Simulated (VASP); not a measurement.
# Ti (P6_3/mmc) in VASP: a series of runs, part 2 of 2

VASP 6.6.1. Earlier steps stand in the parts before.

## Step 3: Single point, PBEsol

This run uses another cell than the first one, of 16.78 Å³/atom.

INCAR reads:

```
SYSTEM = Ti
  PREC = Accurate
  ENCUT = 520
  EDIFF = 1E-7
  ISMEAR = -1
  SIGMA = 0.15
  LREAL = .FALSE.
  LASPH = .TRUE.
  NELM = 100
  ALGO = Fast
  ISIF = 2
  LWAVE = .FALSE.
  LCHARG = .FALSE.
  GGA = PS
  NBANDS = 19
```

KPOINTS reads:

```
regular mesh
0
G
  18 18 10
  0 0 0
```

POSCAR reads:

```
Ti
1.0
    2.9021963705      0.0000000000      0.0000000000
   -1.4510981852      2.5133757836      0.0000000000
    0.0000000000      0.0000000000      4.6020447439
Ti
2
Direct
    0.3333333333      0.6666666667      0.2500000000
    0.6666666667      0.3333333333      0.7500000000
```

Potentials or basis: VASP PAW PBE potentials, release 64 (Ti_sv).

The run is started by

```bash
$ cat potpaw_PBE.64/Ti_sv/POTCAR > POTCAR
$ mpirun -np 1 vasp_std > vasp.out
```

OUTCAR:

```text
SYSTEM = Ti
   PREC = Accurate
   ENCUT = 520
   EDIFF = 1E-7
   ISMEAR = -1
   LREAL = .FALSE.
   LASPH = .TRUE.
   NELM = 100
   ISIF = 2
   GGA = PS

 ion  position               nearest neighbor table
   1  0.333  0.667  0.250-   2 2.85   2 2.85   2 2.85   2 2.85   2 2.85   2 2.85
   2  0.667  0.333  0.750-   1 2.85   1 2.85   1 2.85   1 2.85   1 2.85   1 2.85

  LATTYP: Found a hexagonal cell.
 ALAT       =     2.9021963705
 C/A-ratio  =     1.5857110121

  Lattice vectors:

 A1 = (   2.9021963705,   0.0000000000,   0.0000000000)
 A2 = (  -1.4510981852,   2.5133757836,   0.0000000000)
 A3 = (   0.0000000000,   0.0000000000,   4.6020447439)

Analysis of symmetry for initial positions (statically):
=====================================================================
 Subroutine PRICEL returns:
 Original cell was already a primitive cell.

 Routine SETGRP: Setting up the symmetry group for a
 hexagonal supercell.

 Subroutine GETGRP returns: Found 24 space group operations
 (whereof 12 operations were pure point group operations)
 out of a pool of 24 trial point group operations.

The static configuration has the point symmetry D_3d.
 The point group associated with its full space group is D_6h.

Analysis of symmetry for dynamics (positions and initial velocities):
=====================================================================
 Subroutine PRICEL returns:
 Original cell was already a primitive cell.

 Routine SETGRP: Setting up the symmetry group for a
 hexagonal supercell.

 Subroutine GETGRP returns: Found 24 space group operations
 (whereof 12 operations were pure point group operations)
 out of a pool of 24 trial point group operations.

The dynamic configuration has the point symmetry D_3d.
 The point group associated with its full space group is D_6h.

 Subroutine INISYM returns: Found 24 space group operations
 (whereof 12 operations are pure point group operations),
 and found     1 'primitive' translations

----------------------------------------------------------------------------------------

                                     Primitive cell

  volume of cell :      33.5687

  direct lattice vectors                    reciprocal lattice vectors
     2.902196371  0.000000000  0.000000000     0.344566622  0.198935632  0.000000000
    -1.451098185  2.513375784  0.000000000     0.000000000  0.397871264  0.000000000
     0.000000000  0.000000000  4.602044744     0.000000000  0.000000000  0.217294715

  length of vectors
     2.902196371  2.902196370  4.602044744     0.397871264  0.397871264  0.217294715

  position of ions in fractional coordinates (direct lattice)
     0.333333333  0.666666667  0.250000000
     0.666666667  0.333333333  0.750000000

  ion indices of the primitive-cell ions
   primitive index   ion index
                 1           1
                 2           2

----------------------------------------------------------------------------------------

 KPOINTS: regular mesh

Automatic generation of k-mesh.
 Grid dimensions read from file:
 generate k-points for:   18   18   10

 Generating k-lattice:

  Cartesian coordinates                     Fractional coordinates (reciprocal lattice)
     0.019142590  0.011051980  0.000000000     0.055555556  0.000000000  0.000000000
     0.000000000  0.022103959  0.000000000     0.000000000  0.055555556  0.000000000
     0.000000000  0.000000000  0.021729471     0.000000000  0.000000000  0.100000000

  Length of vectors
     0.022103959  0.022103959  0.021729471

  Shift w.r.t. Gamma in fractional coordinates (k-lattice)
     0.000000000  0.000000000  0.000000000

 Subroutine IBZKPT returns following result:
 ===========================================

 Found    222 irreducible k-points:

 Following reciprocal coordinates:
            Coordinates               Weight
  0.000000  0.000000  0.000000      1.000000
  0.055556  0.000000  0.000000      6.000000
  0.111111  0.000000  0.000000      6.000000
  0.166667  0.000000  0.000000      6.000000
  0.222222  0.000000  0.000000      6.000000
  0.277778  0.000000  0.000000      6.000000
[... 16 lines left out ...]
  0.333333  0.111111  0.000000     12.000000
  0.388889  0.111111  0.000000     12.000000
 [... further k-points ...]
   k-points           NKPTS =    222   k-points in BZ     NKDIM =    222   number of bands    NBANDS=     19
   number of dos      NEDOS =    301   number of ions     NIONS =      2
   total plane-waves  NPLWV =  20736
   dimension x,y,z NGX =    24 NGY =   24 NGZ =   36
   dimension x,y,z NGXF=    48 NGYF=   48 NGZF=   72
   ions per type =               2
   NGX,Y,Z   is equivalent  to a cutoff of  13.75, 13.75, 13.00 a.u.
   NGXF,Y,Z  is equivalent  to a cutoff of  27.50, 27.50, 26.01 a.u.
 SYSTEM =  Ti
   PREC   = accura    normal or accurate (medium, high low for compatibility)
   ISTART =      0    job   : 0-new  1-cont  2-samecut
   ICHARG =      2    charge: 1-file 2-atom 10-const
   ISPIN  =      1    spin polarized calculation?
   LNONCOLLINEAR =      F non collinear calculations
   LSORBIT =      F    spin-orbit coupling
   LASPH  =      T    aspherical Exc in radial PAW
   ENCUT  =  520.0 eV  38.22 Ry    6.18 a.u.   5.40  5.40  8.56*2*pi/ulx,y,z
   NELM   =    100;   NELMIN=  2; NELMDL= -5     # of ELM steps
   EDIFF  = 0.1E-06   stopping-criterion for ELM
   LREAL  =      F    real-space projection
   EDIFFG = 0.1E-05   stopping-criterion for IOM
   NSW    =      0    number of steps for IOM
   IBRION =     -1    ionic relax: 0-MD 1-quasi-New 2-CG
   NFREE  =      0    steps in history (QN), initial steepest desc. (CG)
   ISIF   =      2    stress and relaxation
   ISYM   =      2    0-nonsym 1-usesym 2-fastsym
   POTIM  = 0.5000    time-step for ionic-motion
   TEBEG  =    0.0;   TEEND  =   0.0 temperature during run
   PSTRESS=    0.0 pullay stress
   NELECT =      24.0000    total number of electrons
   NUPDOWN=      -1.0000    fix difference up-down
   EMIN   =  10.00;   EMAX   =-10.00  energy-range for DOS
   EFERMI =   0.00;   METHOD = LEGACY
   ISMEAR =    -1;   SIGMA  =   0.15  broadening in eV -4-tet -1-fermi 0-gaus
   EFERMI_NEDOS =   21; number of points for ismear=-14 and -15
   IALGO  =     68    algorithm
   IMIX   =      4    mixing-type and parameters
     AMIX     =   0.40;   BMIX     =  1.00
     AMIX_MAG =   1.60;   BMIX_MAG =  1.00
  volume/ion in A,a.u.               =      16.78       113.27
  Fermi-wavevector in a.u.,A,eV,Ry     =   1.463862  2.766299 29.155827  2.142893
  Thomas-Fermi vector in A             =   2.579907
   LORBIT       =      0    0 simple, 1 ext, 2 COOP (PROOUT), +10 PAW based schemes
   GGA     = PS    functional components
   LHFCALC =     F    Hartree Fock is set to
   AEXX    =    0.0000 exact exchange contribution
   IVDW    =     0    specifies the selected vdW correction
   LEPSILON=     F    determine dielectric tensor
   LRPA    =     F    only Hartree local field effects (RPA)
 non-spin polarized calculation
 RMM-DIIS sequential band-by-band and
  energy-cutoff  :      520.00
  volume of cell :       33.57
 maximum number of plane-waves:       929
 NGX is ok and might be reduce to    24
   NGX = 11   NGY = 11   NGZ = 17

 number of electron      23.9999999 magnetization

 Free energy of the ion-electron system (eV)
  ---------------------------------------------------
  ext. energy  EPLUGINS =         0.00000000
  ---------------------------------------------------
  free energy    TOTEN  =       -16.76276165 eV

  energy without entropy =      -16.57887201  energy(sigma->0) =      -16.67081683

 E-fermi :   8.5305     XC(G=0): -11.7985

 val. band max:        8.5302526778   @ k =   0.2778   0.2778   0.3000
 cond. band min:       8.5407223756   @ k =   0.3333   0.3333   0.3000
 fundamental gap:      0.0104696978
 Fermi energy:         8.5305300620

 k-point     1 :       0.0000    0.0000    0.0000
  band No.  band energies     occupation
      1     -47.9793      2.00000
      2     -47.8196      2.00000
      3     -24.7009      2.00000
      4     -23.9956      2.00000
      5     -23.9956      2.00000
      6     -23.8989      2.00000
[... 11 lines left out ...]
     18      10.2753      0.00002
     19      11.8856      0.00000
[... 485 lines left out ...]
 k-point    24 :       0.3889    0.1111    0.0000
  band No.  band energies     occupation
      1     -47.8413      2.00000
      2     -47.7890      2.00000
      3     -24.5019      2.00000
      4     -24.3683      2.00000
      5     -24.3542      2.00000
      6     -24.1844      2.00000
[... 11 lines left out ...]
     18      12.2343      0.00000
     19      13.0206      0.00000

 [... further k-points ...]

------------------------ aborting loop because EDIFF is reached ----------------------------------------

  FORCE on cell =-STRESS in cart. coord.  units (eV):
  Direction    XX          YY          ZZ          XY          YZ          ZX
  --------------------------------------------------------------------------------------
  -------------------------------------------------------------------------------------
  Total       -0.0771857     -0.0771857     -0.0762654     -0.0000000      0.0000000     -0.0000000
  in kB       -3.6839376     -3.6839376     -3.6400153     -0.0000000      0.0000000     -0.0000000
  external PRESSURE =      -3.6692968 kB  Pullay stress =       0.0000000 kB

 VOLUME and BASIS-vectors are now :
 -----------------------------------------------------------------------------
  energy-cutoff  :      520.00
  volume of cell :       33.57
      direct lattice vectors                 reciprocal lattice vectors
     2.902196371  0.000000000  0.000000000     0.344566622  0.198935632  0.000000000
    -1.451098185  2.513375784  0.000000000     0.000000000  0.397871264  0.000000000
     0.000000000  0.000000000  4.602044744     0.000000000  0.000000000  0.217294715

 POSITION                                       TOTAL-FORCE (eV/Angst)
 -----------------------------------------------------------------------------------
     -0.00000      1.67558      1.15051         0.000000      0.000000      0.000000
      1.45110      0.83779      3.45153        -0.000000     -0.000000      0.000000
 -----------------------------------------------------------------------------------
    total drift:                               -0.000000      0.000000     -0.000000

  FREE ENERGIE OF THE ION-ELECTRON SYSTEM (eV)
  ---------------------------------------------------
  free  energy   TOTEN  =       -16.7627616547 eV

  energy  without entropy=      -16.5788720127  energy(sigma->0) =      -16.67081683
```

stdout:

```text
POSCAR found type information on POSCAR Ti
 POSCAR found :  1 types and       2 ions
 scaLAPACK will be used
[... 59 lines left out ...]
 num prob  num prob  num prob  num prob  num prob  num prob  num prob  num prob WARNING in EDDRMM: call to ZHEGV failed, returncode =   8  4      4
 num prob  num prob  num prob  num prob  num prob  num prob WARNING in EDDRMM: call to ZHEGV failed, returncode =   8  4     11
 num prob  num prob RMM:  49    -0.167627615874E+02   -0.76426E-07   -0.10910E-06  7309   0.373E-03    0.628E-03
WARNING in EDDRMM: call to ZHEGV failed, returncode =   6  3      4
 num prob  num prob  num prob  num prob WARNING in EDDRMM: call to ZHEGV failed, returncode =   8  4      9
 num prob  num prob  num prob  num prob  num prob RMM:  50    -0.167627616547E+02   -0.67269E-07   -0.97324E-07  7232   0.354E-03
```

Run time: 9.8 min. Hardware: 1 thread of Intel Xeon 8259CL, shared host; peak memory 0.25 GiB.

What came out:

```yaml
Free_energy: -16.7628 eV
Pressure: -0.4 GPa
Band_gap_on_the_k_mesh: zero (bands 12 and 13 overlap by 1.12 eV)
```

Caveat: the PAW data sets were made with another functional, which shifts forces and pressure a little.

## Step 4: Single point, PBEsol (17.12 Å³/atom)

This run uses another cell than the first one, of 17.12 Å³/atom.

INCAR reads:

```
SYSTEM = Ti
PREC = Accurate ; ENCUT = 520
EDIFF = 1E-7 ; ISMEAR = -1
SIGMA = 0.15 ; LREAL = .FALSE.
LASPH = .TRUE. ; NELM = 80
ALGO = Fast ; ISIF = 2
LWAVE = .FALSE. ; LCHARG = .FALSE.
GGA = PS ; NBANDS = 19
```

KPOINTS reads:

```
Automatic mesh
0
G
  18 18 10
  0 0 0
```

POSCAR reads:

```
Ti
1.0
    2.9218142591      0.0000000000      0.0000000000
   -1.4609071296      2.5303653735      0.0000000000
    0.0000000000      0.0000000000      4.6312624142
Ti
2
Direct
    0.3333333333      0.6666666667      0.2500000000
    0.6666666667      0.3333333333      0.7500000000
```

The run is started by

```bash
$ cat potpaw_PBE.64/Ti_sv/POTCAR > POTCAR
$ mpirun -np 1 vasp_std > vasp.out
```

Run time: 10 min. Hardware: 1 thread of Intel Xeon 8259CL, shared host; peak memory 0.25 GiB.

The run converged. Its results:

```
Free energy            : -16.7571 eV
Pressure               : -2.5 GPa
Band gap on the k mesh : zero (bands 12 and 13 overlap by 1.11 eV)
```

Levels at points of the mesh, in eV from the Fermi level:
| k point | band 8 | band 9 | band 10 | band 11 | band 12 | band 13 | band 14 | band 15 | band 16 | band 17 |
| --- | --- | --- | --- | --- | --- | --- | --- | --- | --- | --- |
| (0.00, 0.00, 0.00) | -32.47 | -6.20 | -2.68 | 0.83 | 0.83 | 0.86 | 0.96 | 1.34 | 1.34 | 1.71 |
| (0.50, 0.00, 0.00) | -32.55 | -2.33 | -2.16 | -1.84 | -0.55 | 0.53 | 0.69 | 1.25 | 3.47 | 3.71 |
| (0.00, 0.00, 0.50) | -32.52 | -4.32 | -4.32 | 0.14 | 0.14 | 0.73 | 0.73 | 0.73 | 0.73 | 2.91 |
| (0.50, 0.00, 0.50) | -32.64 | -2.54 | -2.54 | -0.78 | -0.78 | 1.42 | 1.42 | 1.81 | 1.81 | 3.61 |

Caveat: the PAW data sets were made with another functional, which shifts forces and pressure a little.

## Step 5: Overview

| cell | further INCAR settings | gap on the mesh (eV) | pressure (GPa) |
| --- | --- | --- | --- |
| a = 2.882, b = 2.882, c = 4.573 Å, angles 90.0, 90.0, 120.0°, 2 atoms | ALGO = Fast; EDIFF = 1e-06; NBANDS = 19 | none | 2.1 |
| a = 2.902, b = 2.902, c = 4.602 Å, angles 90.0, 90.0, 120.0°, 2 atoms | ALGO = Fast; EDIFF = 1e-07; NBANDS = 19 | none | -0.4 |
| a = 2.922, b = 2.922, c = 4.631 Å, angles 90.0, 90.0, 120.0°, 2 atoms | ALGO = Fast; EDIFF = 1e-07; NBANDS = 19 | none | -2.5 |

Alike in all rows: task single point; level PBEsol; potentials or basis VASP PAW PBE potentials, release 64 (Ti_sv); no spin polarisation; k mesh 18 × 18 × 10; cutoff (eV) 520; smearing fermi-dirac 0.15 eV.

Caveats: the PAW data sets were made with another functional, which shifts forces and pressure a little.

Absolute energies hang on the potentials; compare differences alone.
